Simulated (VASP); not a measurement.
# SnO2 in VASP: single point with r2SCAN

Aim: the single point of SnO2 with r2SCAN.

All numbers are computed with VASP 6.6.1; they aren't measurements. Logs are shortened: lines on timing, memory, paths and dates and some standing lists are left out, and cuts for length are marked.

## (1) The cell of the first run

The typed cell holds 3 atoms: a = 4.735 Å, b = 4.735 Å, c = 4.735 Å, α = 39.62°, β = 39.62°, γ = 39.62°.

## (2) Single point, r2SCAN

POSCAR reads:

```
SnO2
1.0
    1.6046772363      0.9266142105      4.3575252128
   -1.6049261461      0.9266352246      4.3576124664
   -0.0001062562     -1.8530597120      4.3575284749
Sn O
1 2
Direct
    0.5000025991      0.5000027984      0.4999947854
    0.2412271620      0.2411918851      0.2412221876
    0.7587702389      0.7588053166      0.7587830269
```

INCAR.step1 reads:

```
SYSTEM = SnO2
PREC     = Accurate       ! precision mode
ENCUT    = 520            ! plane-wave cutoff, eV
ISMEAR   = 0              ! smearing method
SIGMA    = 0.05           ! smearing width, eV
LREAL    = .FALSE.        ! projectors in reciprocal space
LASPH    = .TRUE.         ! aspherical terms in the spheres
NELM     = 100            ! most SCF steps
NBANDS   = 20             ! bands
GGA      = PE             ! functional
ALGO     = Normal         ! electronic algorithm
EDIFF    = 1E-4           ! SCF threshold, eV
LWAVE    = .TRUE.         ! write WAVECAR
LCHARG   = .FALSE.        ! write CHGCAR
```

INCAR.step2 reads:

```
SYSTEM = SnO2
PREC     = Accurate       ! precision mode
ENCUT    = 520            ! plane-wave cutoff, eV
EDIFF    = 1E-6           ! SCF threshold, eV
ISMEAR   = 0              ! smearing method
SIGMA    = 0.05           ! smearing width, eV
LREAL    = .FALSE.        ! projectors in reciprocal space
LASPH    = .TRUE.         ! aspherical terms in the spheres
NELM     = 100            ! most SCF steps
ALGO     = Normal         ! electronic algorithm
ISIF     = 2              ! what is computed and relaxed
LWAVE    = .FALSE.        ! write WAVECAR
LCHARG   = .TRUE.         ! write CHGCAR
METAGGA  = R2SCAN         ! meta-GGA
LMIXTAU  = .TRUE.       
LELF     = .TRUE.         ! ELF
LVHAR    = .TRUE.       
NBANDS   = 20             ! bands
ISTART   = 1
```

KPOINTS reads:

```
regular mesh
0
G
  12 12 12
  0 0 0
```

Potentials or basis: VASP PAW PBE potentials, release 64 (Sn_d, O).

Command:

```console
cat potpaw_PBE.64/Sn_d/POTCAR potpaw_PBE.64/O/POTCAR > POTCAR
cp INCAR.step1 INCAR
mpirun -np 1 vasp_std > vasp.out
cp INCAR.step2 INCAR
mpirun -np 1 vasp_std > vasp.out
```

OUTCAR:

```text
SYSTEM = SnO2
   PREC = Accurate
   ENCUT = 520
   EDIFF = 1E-6
   ISMEAR = 0
   LREAL = .FALSE.
   LASPH = .TRUE.
   NELM = 100
   ISIF = 2
   METAGGA = R2SCAN
   ISTART = 1

 ion  position               nearest neighbor table
   1  0.500  0.500  0.500-   2 2.09   2 2.09   3 2.09   3 2.09   3 2.09   2 2.09
   2  0.241  0.241  0.241-   1 2.09   1 2.09   1 2.09
   3  0.759  0.759  0.759-   1 2.09   1 2.09   1 2.09

  LATTYP: Found a base centered monoclinic cell.
 ALAT       =    17.5285636994
 B/A-ratio  =     0.1831102669
 C/A-ratio  =     0.2701486038
 COS(beta)  =    -0.9564629408

  Lattice vectors:

 A1 = (   1.6050324023,   0.9264244874,  -8.7151409413)
 A2 = (   0.0002489098,  -1.8532494351,  -8.7151376792)
 A3 = (  -1.6049261461,   0.9266352246,   4.3576124664)

Analysis of symmetry for initial positions (statically):
=====================================================================
 Subroutine PRICEL returns:
 Original cell was already a primitive cell.

 Routine SETGRP: Setting up the symmetry group for a
 base centered monoclinic supercell.

 Subroutine GETGRP returns: Found  1 space group operations
 (whereof  1 operations were pure point group operations)
 out of a pool of  4 trial point group operations.

The static configuration has the point symmetry C_1 .

Analysis of symmetry for dynamics (positions and initial velocities):
=====================================================================
 Subroutine PRICEL returns:
 Original cell was already a primitive cell.

 Routine SETGRP: Setting up the symmetry group for a
 base centered monoclinic supercell.

 Subroutine GETGRP returns: Found  1 space group operations
 (whereof  1 operations were pure point group operations)
 out of a pool of  4 trial point group operations.

The dynamic configuration has the point symmetry C_1 .

 Subroutine INISYM returns: Found  1 space group operations
 (whereof  1 operations are pure point group operations),
 and found     1 'primitive' translations

----------------------------------------------------------------------------------------

                                     Primitive cell

  volume of cell :      38.8767

  direct lattice vectors                    reciprocal lattice vectors
     1.604677236  0.926614211  4.357525213     0.311568233  0.179877463  0.076501344
    -1.604926146  0.926635225  4.357612466    -0.311561719  0.179873383  0.076484415
    -0.000106256 -1.853059712  4.357528475    -0.000000276 -0.359754178  0.076500711

  length of vectors
     4.735148246  4.735317010  4.735175257     0.367808539  0.367797504  0.367798080

  position of ions in fractional coordinates (direct lattice)
     0.500002599  0.500002798  0.499994785
     0.241227162  0.241191885  0.241222188
     0.758770239  0.758805317  0.758783027

  ion indices of the primitive-cell ions
   primitive index   ion index
                 1           1
                 2           2
                 3           3

----------------------------------------------------------------------------------------

 KPOINTS: regular mesh

Automatic generation of k-mesh.
 Grid dimensions read from file:
 generate k-points for:   12   12   12

 Generating k-lattice:

  Cartesian coordinates                     Fractional coordinates (reciprocal lattice)
     0.025964019  0.014989789  0.006375112     0.083333333  0.000000000  0.000000000
    -0.025963477  0.014989449  0.006373701     0.000000000  0.083333333 -0.000000000
    -0.000000023 -0.029979515  0.006375059     0.000000000 -0.000000000  0.083333333

  Length of vectors
     0.030650712  0.030649792  0.030649840

  Shift w.r.t. Gamma in fractional coordinates (k-lattice)
     0.000000000  0.000000000  0.000000000

 Subroutine IBZKPT returns following result:
 ===========================================

 Found    868 irreducible k-points:

 Following reciprocal coordinates:
            Coordinates               Weight
  0.000000  0.000000  0.000000      1.000000
  0.083333 -0.000000  0.000000      2.000000
  0.166667 -0.000000  0.000000      2.000000
  0.250000  0.000000  0.000000      2.000000
  0.333333 -0.000000  0.000000      2.000000
  0.416667  0.000000  0.000000      2.000000
[... 16 lines left out ...]
  0.250000  0.166667  0.000000      2.000000
  0.333333  0.166667  0.000000      2.000000
 [... further k-points ...]
   k-points           NKPTS =    868   k-points in BZ     NKDIM =    868   number of bands    NBANDS=     20
   number of dos      NEDOS =    301   number of ions     NIONS =      3
   total plane-waves  NPLWV =  46656
   dimension x,y,z NGX =    36 NGY =   36 NGZ =   36
   dimension x,y,z NGXF=    72 NGYF=   72 NGZF=   72
   ions per type =               1   2
   NGX,Y,Z   is equivalent  to a cutoff of  12.64, 12.64, 12.64 a.u.
   NGXF,Y,Z  is equivalent  to a cutoff of  25.28, 25.28, 25.28 a.u.
 SYSTEM =  SnO2
   PREC   = accura    normal or accurate (medium, high low for compatibility)
   ISTART =      1    job   : 0-new  1-cont  2-samecut
   ICHARG =      0    charge: 1-file 2-atom 10-const
   ISPIN  =      1    spin polarized calculation?
   LNONCOLLINEAR =      F non collinear calculations
   LSORBIT =      F    spin-orbit coupling
   LASPH  =      T    aspherical Exc in radial PAW
   ENCUT  =  520.0 eV  38.22 Ry    6.18 a.u.   8.80  8.80  8.80*2*pi/ulx,y,z
   NELM   =    100;   NELMIN=  2; NELMDL=  0     # of ELM steps
   EDIFF  = 0.1E-05   stopping-criterion for ELM
   LREAL  =      F    real-space projection
[... 7 lines left out ...]
   TEBEG  =    0.0;   TEEND  =   0.0 temperature during run
   PSTRESS=    0.0 pullay stress
   NELECT =      26.0000    total number of electrons
   NUPDOWN=      -1.0000    fix difference up-down
   EMIN   =  10.00;   EMAX   =-10.00  energy-range for DOS
   EFERMI =   0.00;   METHOD = LEGACY
   ISMEAR =     0;   SIGMA  =   0.05  broadening in eV -4-tet -1-fermi 0-gaus
   EFERMI_NEDOS =   21; number of points for ismear=-14 and -15
   IALGO  =     38    algorithm
   IMIX   =      4    mixing-type and parameters
     AMIX     =   0.40;   BMIX     =  1.00
     AMIX_MAG =   1.60;   BMIX_MAG =  1.00
  volume/ion in A,a.u.               =      12.96        87.45
  Fermi-wavevector in a.u.,A,eV,Ry     =   1.431647  2.705421 27.886689  2.049614
  Thomas-Fermi vector in A             =   2.551361
   LORBIT       =      0    0 simple, 1 ext, 2 COOP (PROOUT), +10 PAW based schemes
   METAGGA = R2SCAN    functional components
   LHFCALC =     F    Hartree Fock is set to
   AEXX    =    0.0000 exact exchange contribution
   IVDW    =     0    specifies the selected vdW correction
   LEPSILON=     F    determine dielectric tensor
   LRPA    =     F    only Hartree local field effects (RPA)
 non-spin polarized calculation
 Gauss-broadening in eV      SIGMA  =   0.05
  energy-cutoff  :      520.00
  volume of cell :       38.88
 maximum number of plane-waves:      1062
   NGX = 17   NGY = 17   NGZ = 17

 number of electron      25.9999997 magnetization

 Free energy of the ion-electron system (eV)
  ---------------------------------------------------
  ext. energy  EPLUGINS =         0.00000000
  ---------------------------------------------------
  free energy    TOTEN  =       -41.67548018 eV

  energy without entropy =      -41.67548018  energy(sigma->0) =      -41.67548018

 E-fermi :   4.5375     XC(G=0): -11.4499

 val. band max:        4.3305603662   @ k =   0.5000   0.5000   0.0000
 cond. band min:       6.7727888867   @ k =   0.0000   0.0000   0.0000
 fundamental gap:      2.4422285204
 Fermi energy:         4.5374723089

 k-point     1 :       0.0000    0.0000    0.0000
  band No.  band energies     occupation
      1     -16.4450      2.00000
      2     -16.0670      2.00000
      3     -16.0670      2.00000
      4     -15.8126      2.00000
      5     -15.8126      2.00000
      6     -14.7792      2.00000
[... 12 lines left out ...]
     19      22.4321      0.00000
     20      22.4330      0.00000

 k-point     2 :       0.0833   -0.0000    0.0000
  band No.  band energies     occupation
      1     -16.4024      2.00000
      2     -16.1502      2.00000
      3     -16.0522      2.00000
      4     -15.8272      2.00000
      5     -15.8120      2.00000
      6     -14.7440      2.00000
[... 12 lines left out ...]
     19      21.0421      0.00000
     20      22.4535      0.00000

 k-point     3 :       0.1667   -0.0000    0.0000
  band No.  band energies     occupation
      1     -16.4286      2.00000
      2     -16.2253      2.00000
      3     -16.0156      2.00000
      4     -15.8520      2.00000
      5     -15.8060      2.00000
      6     -14.6249      2.00000
[... 12 lines left out ...]
     19      19.7767      0.00000
     20      22.5603      0.00000

 k-point     4 :       0.2500    0.0000    0.0000
  band No.  band energies     occupation
      1     -16.6845      2.00000
      2     -16.0876      2.00000
      3     -15.9796      2.00000
      4     -15.8709      2.00000
      5     -15.7827      2.00000
      6     -14.4068      2.00000
[... 12 lines left out ...]
     19      19.1575      0.00000
     20      22.6932      0.00000

 k-point     5 :       0.3333   -0.0000    0.0000
  band No.  band energies     occupation
      1     -16.9193      2.00000
      2     -15.9875      2.00000
      3     -15.9625      2.00000
      4     -15.8559      2.00000
      5     -15.7391      2.00000
      6     -14.1110      2.00000
[... 12 lines left out ...]
     19      18.9953      0.00000
     20      21.1943      0.00000
[... 353 lines left out ...]
      6     -14.6562      2.00000
[... 12 lines left out ...]
     19      20.0004      0.00000
     20      22.3490      0.00000

 k-point    22 :       0.1667    0.1667    0.0000
  band No.  band energies     occupation
      1     -16.4239      2.00000
      2     -16.2278      2.00000
      3     -16.0153      2.00000
      4     -15.8523      2.00000
      5     -15.8057      2.00000
      6     -14.6188      2.00000
[... 12 lines left out ...]
     19      19.4819      0.00000
     20      22.6636      0.00000

 k-point    23 :       0.2500    0.1667    0.0000
  band No.  band energies     occupation
      1     -16.5414      2.00000
      2     -16.2271      2.00000
      3     -15.9639      2.00000
      4     -15.8660      2.00000
      5     -15.7937      2.00000
      6     -14.4662      2.00000
[... 12 lines left out ...]
     19      19.0721      0.00000
     20      22.2408      0.00000

 k-point    24 :       0.3333    0.1667    0.0000
  band No.  band energies     occupation
      1     -16.6937      2.00000
      2     -16.2499      2.00000
      3     -15.9152      2.00000
      4     -15.8802      2.00000
      5     -15.7611      2.00000
      6     -14.1596      2.00000
[... 12 lines left out ...]
     19      19.1717      0.00000
     20      21.3175      0.00000

 [... further k-points ...]

------------------------ aborting loop because EDIFF is reached ----------------------------------------

  FORCE on cell =-STRESS in cart. coord.  units (eV):
  Direction    XX          YY          ZZ          XY          YZ          ZX
  --------------------------------------------------------------------------------------
  -------------------------------------------------------------------------------------
  Total        0.3632133      0.3613233      0.0985607      0.0002211     -0.0004203      0.0001842
  in kB       14.9686468     14.8907566      4.0618560      0.0091113     -0.0173213      0.0075910
  external PRESSURE =      11.3070865 kB  Pullay stress =       0.0000000 kB

 VOLUME and BASIS-vectors are now :
 -----------------------------------------------------------------------------
  energy-cutoff  :      520.00
  volume of cell :       38.88
      direct lattice vectors                 reciprocal lattice vectors
     1.604677236  0.926614211  4.357525213     0.311568233  0.179877463  0.076501344
    -1.604926146  0.926635225  4.357612466    -0.311561719  0.179873383  0.076484415
    -0.000106256 -1.853059712  4.357528475    -0.000000276 -0.359754178  0.076500711

 POSITION                                       TOTAL-FORCE (eV/Angst)
 -----------------------------------------------------------------------------------
     -0.00018      0.00011      6.53633         0.000008     -0.000369     -0.000023
     -0.00003      0.00002      3.15331        -0.000085      0.000102      0.084965
     -0.00033      0.00015      9.91936         0.000077      0.000267     -0.084942
 -----------------------------------------------------------------------------------
    total drift:                               -0.000000      0.000001     -0.000004

  FREE ENERGIE OF THE ION-ELECTRON SYSTEM (eV)
  ---------------------------------------------------
  free  energy   TOTEN  =       -41.6754801829 eV

  energy  without entropy=      -41.6754801829  energy(sigma->0) =      -41.67548018
```

It took 1.6 h on 1 thread of Oxide Virtual Turin-like, shared host; peak memory 0.66 GiB.

What came out:

* Free energy: -41.6755 eV
* Pressure: 1.1 GPa
* Largest force: 0.085 eV/Å
* Band gap on the k mesh: 2.44 eV (least direct gap 2.47 eV)

Forces on the atoms (eV/Å):
```
Sn   0.000  0.000  0.000
O    0.000  0.000  0.085
O    0.000  0.000 -0.085
```

Caveat: the PAW data sets were made with another functional, which shifts forces and pressure a little; spin-orbit coupling is left out, which moves the levels of the heavy elements. A k mesh can miss the band edges.
